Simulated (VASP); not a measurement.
# Ta2N (Cmmm) in VASP: notebook

Runs on Ta2N. Level: PBE. Tasks: single point.

All numbers are computed with VASP 6.6.1; they aren't measurements. Logs are shortened: lines on timing, memory, paths and dates and some standing lists are left out, and cuts for length are marked.

### 1 The cell of the first run

The structure is orthorhombic, space group Cmmm (No. 65). The conventional cell has a = 6.702 Å, b = 8.939 Å, c = 3.344 Å, α = 90.00°, β = 90.00°, γ = 90.00°. Within 2.9 Å of Ta (site symmetry 2mm) lie 2 N at 2.16 Å and 5 Ta at 2.80 to 2.88 Å. Ta (site symmetry m2m) has 2 N at 2.29 Å and 4 Ta at 2.80 to 2.82 Å within 3.0 Å. Within 1.8 Å of N (site symmetry mm2) lie 1 N at 1.32 Å.

### 2 Single point, PBE

File INCAR:

```
ALGO = Normal
EDIFF = 1E-7
ENCUT = 520
GGA = PE
ISIF = 2
ISMEAR = 0
LASPH = T
LCHARG = T
LELF = T
LREAL = F
LVHAR = T
LWAVE = F
NBANDS = 36
NELM = 60
PREC = Accurate
SIGMA = 0.1
```

File KPOINTS:

```
k-points
0
Gamma
  4 4 6
```

File POSCAR:

```
Ta2N
1.0
    3.3512412594     -4.4697450305      0.0000000000
    3.3512412594      4.4697450305      0.0000000000
    0.0000000000      0.0000000000      3.3441185741
Ta N
4 2
Direct
    0.7147618236      0.7147618236      0.0000000000
    0.2852381764      0.2852381764      0.0000000000
    0.7706139887      0.2293860113      0.0000000000
    0.2293860113      0.7706139887      0.0000000000
    0.0000000000      0.0000000000      0.3027912828
    0.0000000000      0.0000000000      0.6972087172
```

Potentials or basis: VASP PAW PBE potentials, release 64 (Ta_pv, N).

The run is started by

```console
$ cat potpaw_PBE.64/Ta_pv/POTCAR potpaw_PBE.64/N/POTCAR > POTCAR
$ mpirun -np 1 vasp_std > vasp.out
```

OUTCAR:

```text
EDIFF = 1E-7
   ENCUT = 520
   GGA = PE
   ISIF = 2
   ISMEAR = 0
   LASPH = T
   LREAL = F
   NELM = 60
   PREC = Accurate

 ion  position               nearest neighbor table
   1  0.715  0.715  0.000-   5 2.16   6 2.16   4 2.80   3 2.80   3 2.82   4 2.82   2 2.88
   2  0.285  0.285  0.000-   5 2.16   6 2.16   4 2.80   3 2.80   3 2.82   4 2.82   1 2.88
   3  0.771  0.229  0.000-   5 2.29   6 2.29   2 2.80   1 2.80   2 2.82   1 2.82   4 3.37   4 3.37

   4  0.229  0.771  0.000-   5 2.29   6 2.29   2 2.80   1 2.80   2 2.82   1 2.82   3 3.37   3 3.37

   5  0.000  0.000  0.303-   6 1.32   2 2.16   1 2.16   4 2.29   3 2.29
   6  0.000  0.000  0.697-   5 1.32   2 2.16   1 2.16   4 2.29   3 2.29

  LATTYP: Found a base centered orthorhombic cell.
 ALAT       =     6.7024825188
 B/A-ratio  =     1.3337580569
 C/A-ratio  =     0.4989373064

  Lattice vectors:

 A1 = (   3.3512412594,  -4.4697450305,   0.0000000000)
 A2 = (   3.3512412594,   4.4697450305,   0.0000000000)
 A3 = (   0.0000000000,   0.0000000000,   3.3441185741)

Analysis of symmetry for initial positions (statically):
=====================================================================
 Subroutine PRICEL returns:
 Original cell was already a primitive cell.

 Routine SETGRP: Setting up the symmetry group for a
 base centered orthorhombic supercell.

 Subroutine GETGRP returns: Found  8 space group operations
 (whereof  8 operations were pure point group operations)
 out of a pool of  8 trial point group operations.

The static configuration has the point symmetry D_2h.

Analysis of symmetry for dynamics (positions and initial velocities):
=====================================================================
 Subroutine PRICEL returns:
 Original cell was already a primitive cell.

 Routine SETGRP: Setting up the symmetry group for a
 base centered orthorhombic supercell.

 Subroutine GETGRP returns: Found  8 space group operations
 (whereof  8 operations were pure point group operations)
 out of a pool of  8 trial point group operations.

The dynamic configuration has the point symmetry D_2h.

 Subroutine INISYM returns: Found  8 space group operations
 (whereof  8 operations are pure point group operations),
 and found     1 'primitive' translations

----------------------------------------------------------------------------------------

                                     Primitive cell

  volume of cell :     100.1844

  direct lattice vectors                    reciprocal lattice vectors
     3.351241259 -4.469745031  0.000000000     0.149198450 -0.111863204  0.000000000
     3.351241259  4.469745031  0.000000000     0.149198450  0.111863204  0.000000000
     0.000000000  0.000000000  3.344118574     0.000000000  0.000000000  0.299032459

  length of vectors
     5.586540845  5.586540845  3.344118574     0.186476684  0.186476684  0.299032459

  position of ions in fractional coordinates (direct lattice)
     0.714761824  0.714761824  0.000000000
     0.285238176  0.285238176  0.000000000
     0.770613989  0.229386011  0.000000000
     0.229386011  0.770613989  0.000000000
     0.000000000  0.000000000  0.302791283
     0.000000000  0.000000000  0.697208717

  ion indices of the primitive-cell ions
   primitive index   ion index
                 1           1
                 2           2
                 3           3
                 4           4
                 5           5
                 6           6

----------------------------------------------------------------------------------------

 KPOINTS: k-points

Automatic generation of k-mesh.
 Grid dimensions read from file:
 generate k-points for:    4    4    6

 Generating k-lattice:

  Cartesian coordinates                     Fractional coordinates (reciprocal lattice)
     0.037299612 -0.027965801  0.000000000     0.250000000  0.000000000  0.000000000
     0.037299612  0.027965801  0.000000000     0.000000000  0.250000000  0.000000000
     0.000000000  0.000000000  0.049838743     0.000000000  0.000000000  0.166666667

  Length of vectors
     0.046619171  0.046619171  0.049838743

  Shift w.r.t. Gamma in fractional coordinates (k-lattice)
     0.000000000  0.000000000  0.000000000

 Subroutine IBZKPT returns following result:
 ===========================================

 Found     28 irreducible k-points:

 Following reciprocal coordinates:
            Coordinates               Weight
  0.000000  0.000000  0.000000      1.000000
  0.250000  0.000000  0.000000      4.000000
  0.500000  0.000000  0.000000      2.000000
  0.250000  0.250000  0.000000      2.000000
  0.500000  0.250000  0.000000      4.000000
 -0.250000  0.250000  0.000000      2.000000
[... 16 lines left out ...]
  0.250000  0.000000  0.500000      4.000000
  0.500000  0.000000  0.500000      2.000000
 [... further k-points ...]
   k-points           NKPTS =     28   k-points in BZ     NKDIM =     28   number of bands    NBANDS=     36
   number of dos      NEDOS =    301   number of ions     NIONS =      6
   total plane-waves  NPLWV =  49392
   dimension x,y,z NGX =    42 NGY =   42 NGZ =   28
   dimension x,y,z NGXF=    84 NGYF=   84 NGZF=   56
   ions per type =               4   2
   NGX,Y,Z   is equivalent  to a cutoff of  12.50, 12.50, 13.92 a.u.
   NGXF,Y,Z  is equivalent  to a cutoff of  25.00, 25.00, 27.84 a.u.
 SYSTEM =  unknown system
   PREC   = accura    normal or accurate (medium, high low for compatibility)
   ISTART =      0    job   : 0-new  1-cont  2-samecut
   ICHARG =      2    charge: 1-file 2-atom 10-const
   ISPIN  =      1    spin polarized calculation?
   LNONCOLLINEAR =      F non collinear calculations
   LSORBIT =      F    spin-orbit coupling
   LASPH  =      T    aspherical Exc in radial PAW
   ENCUT  =  520.0 eV  38.22 Ry    6.18 a.u.  10.39 10.39  6.22*2*pi/ulx,y,z
   NELM   =     60;   NELMIN=  2; NELMDL= -5     # of ELM steps
   EDIFF  = 0.1E-06   stopping-criterion for ELM
   LREAL  =      F    real-space projection
   EDIFFG = 0.1E-05   stopping-criterion for IOM
   NSW    =      0    number of steps for IOM
   IBRION =     -1    ionic relax: 0-MD 1-quasi-New 2-CG
   NFREE  =      0    steps in history (QN), initial steepest desc. (CG)
   ISIF   =      2    stress and relaxation
   ISYM   =      2    0-nonsym 1-usesym 2-fastsym
   POTIM  = 0.5000    time-step for ionic-motion
   TEBEG  =    0.0;   TEEND  =   0.0 temperature during run
   PSTRESS=    0.0 pullay stress
   NELECT =      54.0000    total number of electrons
   NUPDOWN=      -1.0000    fix difference up-down
   EMIN   =  10.00;   EMAX   =-10.00  energy-range for DOS
   EFERMI =   0.00;   METHOD = LEGACY
   ISMEAR =     0;   SIGMA  =   0.10  broadening in eV -4-tet -1-fermi 0-gaus
   EFERMI_NEDOS =   21; number of points for ismear=-14 and -15
   IALGO  =     38    algorithm
   IMIX   =      4    mixing-type and parameters
     AMIX     =   0.40;   BMIX     =  1.00
     AMIX_MAG =   1.60;   BMIX_MAG =  1.00
  volume/ion in A,a.u.               =      16.70       112.68
  Fermi-wavevector in a.u.,A,eV,Ry     =   1.332312  2.517705 24.151105  1.775056
  Thomas-Fermi vector in A             =   2.461257
   LORBIT       =      0    0 simple, 1 ext, 2 COOP (PROOUT), +10 PAW based schemes
   GGA     = PE    functional components
   LHFCALC =     F    Hartree Fock is set to
   AEXX    =    0.0000 exact exchange contribution
   IVDW    =     0    specifies the selected vdW correction
   LEPSILON=     F    determine dielectric tensor
   LRPA    =     F    only Hartree local field effects (RPA)
 non-spin polarized calculation
 Gauss-broadening in eV      SIGMA  =   0.10
  energy-cutoff  :      520.00
  volume of cell :      100.18
 maximum number of plane-waves:      2728
 NGX is ok and might be reduce to    42
   NGX = 21   NGY = 21   NGZ = 13

 number of electron      54.0000003 magnetization

 Free energy of the ion-electron system (eV)
  ---------------------------------------------------
  ext. energy  EPLUGINS =         0.00000000
  ---------------------------------------------------
  free energy    TOTEN  =       -59.43001620 eV

  energy without entropy =      -59.40712107  energy(sigma->0) =      -59.41856864

 E-fermi :   4.9166     XC(G=0): -11.6132

 val. band max:        4.9102380679   @ k =   0.0000   0.0000   0.0000
 cond. band min:       4.9258659235   @ k =   0.5000   0.0000   0.1667
 fundamental gap:      0.0156278556
 Fermi energy:         4.9165746277

 k-point     1 :       0.0000    0.0000    0.0000
  band No.  band energies     occupation
      1     -30.2236      2.00000
      2     -30.1243      2.00000
      3     -30.0958      2.00000
      4     -29.7783      2.00000
      5     -29.7773      2.00000
      6     -29.7323      2.00000
[... 28 lines left out ...]
     35       7.9905      0.00000
     36       8.5274      0.00000

 k-point     2 :       0.2500    0.0000    0.0000
  band No.  band energies     occupation
      1     -30.1645      2.00000
      2     -30.0567      2.00000
      3     -30.0004      2.00000
      4     -29.7711      2.00000
      5     -29.7681      2.00000
      6     -29.7351      2.00000
[... 28 lines left out ...]
     35       8.1285      0.00000
     36       8.7061      0.00000

 k-point     3 :       0.5000    0.0000    0.0000
  band No.  band energies     occupation
      1     -30.0976      2.00000
      2     -30.0385      2.00000
      3     -29.7565      2.00000
      4     -29.7504      2.00000
      5     -29.7453      2.00000
      6     -29.7287      2.00000
[... 28 lines left out ...]
     35       8.5654      0.00000
     36       8.6918      0.00000
[... 742 lines left out ...]
 k-point    23 :       0.2500    0.0000    0.5000
  band No.  band energies     occupation
      1     -30.1294      2.00000
      2     -30.0334      2.00000
      3     -29.9777      2.00000
      4     -29.9462      2.00000
      5     -29.8982      2.00000
      6     -29.7533      2.00000
[... 28 lines left out ...]
     35       8.4758      0.00000
     36       8.9324      0.00000

 k-point    24 :       0.5000    0.0000    0.5000
  band No.  band energies     occupation
      1     -30.0675      2.00000
      2     -30.0155      2.00000
      3     -29.9225      2.00000
      4     -29.9114      2.00000
      5     -29.7351      2.00000
      6     -29.7113      2.00000
[... 28 lines left out ...]
     35       8.4411      0.00000
     36       8.7276      0.00000

 [... further k-points ...]
[... 5 lines left out ...]
  --------------------------------------------------------------------------------------
  -------------------------------------------------------------------------------------
  Total        0.1361702      0.0586401      0.1000915     -0.0000000      0.0000000      0.0000000
  in kB        2.1776728      0.9377885      1.6006921     -0.0000000      0.0000000      0.0000000
  external PRESSURE =       1.5720511 kB  Pullay stress =       0.0000000 kB

 VOLUME and BASIS-vectors are now :
 -----------------------------------------------------------------------------
  energy-cutoff  :      520.00
  volume of cell :      100.18
      direct lattice vectors                 reciprocal lattice vectors
     3.351241259 -4.469745031  0.000000000     0.149198450 -0.111863204  0.000000000
     3.351241259  4.469745031  0.000000000     0.149198450  0.111863204  0.000000000
     0.000000000  0.000000000  3.344118574     0.000000000  0.000000000  0.299032459

 POSITION                                       TOTAL-FORCE (eV/Angst)
 -----------------------------------------------------------------------------------
      4.79068      0.00000      0.00000        -0.042144      0.000000      0.000000
      1.91180      0.00000      0.00000         0.042144      0.000000     -0.000000
      3.35124     -2.41915      0.00000        -0.000000      0.015089     -0.000000
      3.35124      2.41915      0.00000        -0.000000     -0.015089      0.000000
      0.00000      0.00000      1.01257         0.000000      0.000000     -0.005174
      0.00000      0.00000      2.33155         0.000000      0.000000      0.005174
 -----------------------------------------------------------------------------------
    total drift:                                0.000000      0.000000     -0.000000

  FREE ENERGIE OF THE ION-ELECTRON SYSTEM (eV)
  ---------------------------------------------------
  free  energy   TOTEN  =       -59.4300162005 eV

  energy  without entropy=      -59.4071210697  energy(sigma->0) =      -59.41856864
```

It took 94 s on 1 thread of Intel Xeon Platinum 8124M at 3.00GHz (Skylake/Cascade Lake), shared host; peak memory 0.25 GiB.

Results:

```yaml
Free_energy: -59.4300 eV
Pressure: 0.2 GPa
Largest_force: 0.042 eV/Å
Band_gap_on_the_k_mesh: zero (band 27 reaches 5.77 eV, above the bottom of band 28 at 4.36 eV)
```

Forces on the atoms (eV/Å):
```
Ta  -0.042  0.000  0.000
Ta   0.042  0.000  0.000
Ta   0.000  0.015  0.000
Ta   0.000 -0.015  0.000
N    0.000  0.000 -0.005
N    0.000  0.000  0.005
```

Levels at points of the mesh, in eV from the Fermi level:
```
           k point  band 23  band 24  band 25  band 26  band 27  band 28  band 29  band 30  band 31  band 32
(0.00, 0.00, 0.00)    -1.88    -1.70    -1.38    -1.06    -0.65    -0.41    -0.10    -0.01     1.88     2.66
(0.50, 0.00, 0.00)    -1.91    -1.82    -1.62    -0.99    -0.69    -0.14    -0.03     0.44     1.36     1.78
(0.50, 0.50, 0.00)    -1.72    -1.47    -1.20    -0.85    -0.74    -0.29     0.50     1.24     1.35     1.46
(0.00, 0.00, 0.50)    -1.41    -1.37    -0.90    -0.81     0.85     1.40     1.71     2.35     2.92     3.02
(0.50, 0.00, 0.50)    -1.67    -1.47    -0.70     0.15     0.24     0.42     0.50     1.95     2.55     3.00
(0.50, 0.50, 0.50)    -1.65    -1.49    -0.93    -0.65    -0.54    -0.12     0.84     1.23     2.36     2.57
```

Caveat: spin-orbit coupling is left out, which moves the levels of the heavy elements.

[end of part 1 of 2]
